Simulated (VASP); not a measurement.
# Si4W in VASP: single point with PBE

Aim: the single point of Si4W with PBE.

Everything below comes from runs of VASP 6.6.1. Logs are shortened: lines on timing, memory, paths and dates and some standing lists are left out, and cuts for length are marked.

## (1) The cell of the first run

The typed cell holds 10 atoms: a = 6.758 Å, b = 6.758 Å, c = 6.758 Å, α = 60.00°, β = 60.00°, γ = 60.00°.

## (2) Single point, PBE

Contents of INCAR:

```
PREC     = Accurate       # precision mode
ENCUT    = 500            # plane-wave cutoff, eV
EDIFF    = 1E-6           # SCF threshold, eV
ISMEAR   = 0              # smearing method
SIGMA    = 0.2            # smearing width, eV
LREAL    = F              # projectors in reciprocal space
LASPH    = T              # aspherical terms in the spheres
NELM     = 120            # most SCF steps
ALGO     = Normal         # electronic algorithm
ISIF     = 2              # what is computed and relaxed
LWAVE    = F              # write WAVECAR
LCHARG   = F              # write CHGCAR
GGA      = PE             # functional
NBANDS   = 41             # bands
GGA_COMPAT= F
```

Contents of KPOINTS:

```
Automatic mesh
0
Gamma
  3 3 3
```

Contents of POSCAR:

```
Si4W
1.0
    0.0000000000      4.7786037616      4.7786037616
    4.7786037616      0.0000000000      4.7786037616
    4.7786037616      4.7786037616      0.0000000000
Si W
8 2
Direct
    0.2500117819      0.7499882181      0.7499882181
    0.7499882181      0.2500117819      0.2500117819
    0.7499882181      0.2500117819      0.7499882181
    0.2500117819      0.7499882181      0.2500117819
    0.7499882181      0.7499882181      0.2500117819
    0.2500117819      0.2500117819      0.7499882181
    0.2500000000      0.2500000000      0.2500000000
    0.7500000000      0.7500000000      0.7500000000
    0.0000000000      0.0000000000      0.0000000000
    0.5000000000      0.5000000000      0.5000000000
```

Potentials or basis: VASP PAW PBE potentials, release 64 (Si, W_sv).

Launch:

```sh
> cat potpaw_PBE.64/Si/POTCAR potpaw_PBE.64/W_sv/POTCAR > POTCAR
> mpirun -np 1 vasp_std > vasp.out
```

OUTCAR:

```text
PREC = Accurate
   ENCUT = 500
   EDIFF = 1E-6
   ISMEAR = 0
   LREAL = F
   LASPH = T
   NELM = 120
   ISIF = 2
   GGA = PE

 ion  position               nearest neighbor table
   1  0.250  0.750  0.750-  10 2.39   9 2.39
   2  0.750  0.250  0.250-  10 2.39   9 2.39
   3  0.750  0.250  0.750-  10 2.39   9 2.39
   4  0.250  0.750  0.250-  10 2.39   9 2.39
   5  0.750  0.750  0.250-  10 2.39   9 2.39
   6  0.250  0.250  0.750-  10 2.39   9 2.39
   7  0.250  0.250  0.250-
   8  0.750  0.750  0.750-
   9  0.000  0.000  0.000-   1 2.39   2 2.39   3 2.39   4 2.39   5 2.39   6 2.39
  10  0.500  0.500  0.500-   1 2.39   2 2.39   3 2.39   4 2.39   5 2.39   6 2.39

  LATTYP: Found a face centered cubic cell.
 ALAT       =     9.5572075232

  Lattice vectors:

 A1 = (   0.0000000000,   4.7786037616,   4.7786037616)
 A2 = (   4.7786037616,   0.0000000000,   4.7786037616)
 A3 = (   4.7786037616,   4.7786037616,   0.0000000000)

Analysis of symmetry for initial positions (statically):
=====================================================================
 Subroutine PRICEL returns:
 Original cell was already a primitive cell.

 Routine SETGRP: Setting up the symmetry group for a
 face centered cubic supercell.

 Subroutine GETGRP returns: Found 48 space group operations
 (whereof 48 operations were pure point group operations)
 out of a pool of 48 trial point group operations.

The static configuration has the point symmetry O_h .

Analysis of symmetry for dynamics (positions and initial velocities):
=====================================================================
 Subroutine PRICEL returns:
 Original cell was already a primitive cell.

 Routine SETGRP: Setting up the symmetry group for a
 face centered cubic supercell.

 Subroutine GETGRP returns: Found 48 space group operations
 (whereof 48 operations were pure point group operations)
 out of a pool of 48 trial point group operations.

The dynamic configuration has the point symmetry O_h .

 Subroutine INISYM returns: Found 48 space group operations
 (whereof 48 operations are pure point group operations),
 and found     1 'primitive' translations

----------------------------------------------------------------------------------------
[... 93 lines left out ...]
   NFREE  =      0    steps in history (QN), initial steepest desc. (CG)
   ISIF   =      2    stress and relaxation
   ISYM   =      2    0-nonsym 1-usesym 2-fastsym
   POTIM  = 0.5000    time-step for ionic-motion
   TEBEG  =    0.0;   TEEND  =   0.0 temperature during run
   PSTRESS=    0.0 pullay stress
   NELECT =      60.0000    total number of electrons
   NUPDOWN=      -1.0000    fix difference up-down
   EMIN   =  10.00;   EMAX   =-10.00  energy-range for DOS
   EFERMI =   0.00;   METHOD = LEGACY
   ISMEAR =     0;   SIGMA  =   0.20  broadening in eV -4-tet -1-fermi 0-gaus
   EFERMI_NEDOS =   21; number of points for ismear=-14 and -15
   IALGO  =     38    algorithm
   IMIX   =      4    mixing-type and parameters
     AMIX     =   0.40;   BMIX     =  1.00
     AMIX_MAG =   1.60;   BMIX_MAG =  1.00
  volume/ion in A,a.u.               =      21.82       147.28
  Fermi-wavevector in a.u.,A,eV,Ry     =   1.064505  2.011622 15.417716  1.133170
  Thomas-Fermi vector in A             =   2.200025
   LORBIT       =      0    0 simple, 1 ext, 2 COOP (PROOUT), +10 PAW based schemes
   GGA     = PE    functional components
   LHFCALC =     F    Hartree Fock is set to
   AEXX    =    0.0000 exact exchange contribution
   IVDW    =     0    specifies the selected vdW correction
   LEPSILON=     F    determine dielectric tensor
   LRPA    =     F    only Hartree local field effects (RPA)
 non-spin polarized calculation
 Gauss-broadening in eV      SIGMA  =   0.20
  energy-cutoff  :      500.00
  volume of cell :      218.24
 maximum number of plane-waves:      5577
 NGX is ok and might be reduce to    50
   NGX = 25   NGY = 25   NGZ = 25

 number of electron      60.0000003 magnetization

 Free energy of the ion-electron system (eV)
  ---------------------------------------------------
  ext. energy  EPLUGINS =         0.00000000
  ---------------------------------------------------
  free energy    TOTEN  =       -59.80791658 eV

  energy without entropy =      -59.70531555  energy(sigma->0) =      -59.75661606

 E-fermi :   5.6531     XC(G=0):  -9.7991

 val. band max:        5.4918443051   @ k =  -0.3333   0.3333   0.0000
 cond. band min:       5.6709408572   @ k =   0.3333   0.3333   0.0000
 fundamental gap:      0.1790965520
 Fermi energy:         5.6531347664

 k-point     1 :       0.0000    0.0000    0.0000
  band No.  band energies     occupation
      1     -67.7108      2.00000
      2     -67.7097      2.00000
      3     -32.0711      2.00000
      4     -32.0711      2.00000
      5     -32.0711      2.00000
      6     -32.0657      2.00000
[... 165 lines left out ...]
     40       8.2938      0.00000
     41       8.4196      0.00000

------------------------ aborting loop because EDIFF is reached ----------------------------------------

  FORCE on cell =-STRESS in cart. coord.  units (eV):
  Direction    XX          YY          ZZ          XY          YZ          ZX
  --------------------------------------------------------------------------------------
  -------------------------------------------------------------------------------------
  Total       -0.6982984     -0.6982984     -0.6982984      0.0000000      0.0000000      0.0000000
  in kB       -5.1264718     -5.1264718     -5.1264718      0.0000000      0.0000000      0.0000000
  external PRESSURE =      -5.1264718 kB  Pullay stress =       0.0000000 kB

 VOLUME and BASIS-vectors are now :
 -----------------------------------------------------------------------------
  energy-cutoff  :      500.00
  volume of cell :      218.24
      direct lattice vectors                 reciprocal lattice vectors
     0.000000000  4.778603762  4.778603762    -0.104633074  0.104633074  0.104633074
     4.778603762  0.000000000  4.778603762     0.104633074 -0.104633074  0.104633074
     4.778603762  4.778603762  0.000000000     0.104633074  0.104633074 -0.104633074

 POSITION                                       TOTAL-FORCE (eV/Angst)
 -----------------------------------------------------------------------------------
      7.16779      4.77860      4.77860         0.002935      0.000000     -0.000000
      2.38941      4.77860      4.77860        -0.002935      0.000000     -0.000000
      4.77860      7.16779      4.77860         0.000000      0.002935     -0.000000
      4.77860      2.38941      4.77860         0.000000     -0.002935     -0.000000
      4.77860      4.77860      7.16779         0.000000      0.000000      0.002935
      4.77860      4.77860      2.38941         0.000000      0.000000     -0.002935
      2.38930      2.38930      2.38930        -0.000000      0.000000     -0.000000
      7.16791      7.16791      7.16791         0.000000      0.000000     -0.000000
      0.00000      0.00000      0.00000         0.000000      0.000000     -0.000000
      4.77860      4.77860      4.77860         0.000000      0.000000     -0.000000
 -----------------------------------------------------------------------------------
    total drift:                                0.000000      0.000000      0.000000

  FREE ENERGIE OF THE ION-ELECTRON SYSTEM (eV)
  ---------------------------------------------------
  free  energy   TOTEN  =       -59.8079165756 eV

  energy  without entropy=      -59.7053155515  energy(sigma->0) =      -59.75661606
```

Wall time 33 s (1 thread of Intel Xeon 6975P-C (Granite Rapids), shared host); peak memory 0.34 GiB.

What came out:

| Item | Value |
| --- | --- |
| Free energy | -59.8079 eV |
| Pressure | -0.5 GPa |
| Band gap on the k mesh | zero (band 30 reaches 6.58 eV, above the bottom of band 31 at 5.48 eV) |

Caveat: the k points lie up to 0.38 Å⁻¹ apart; spin-orbit coupling is left out, which moves the levels of the heavy elements.
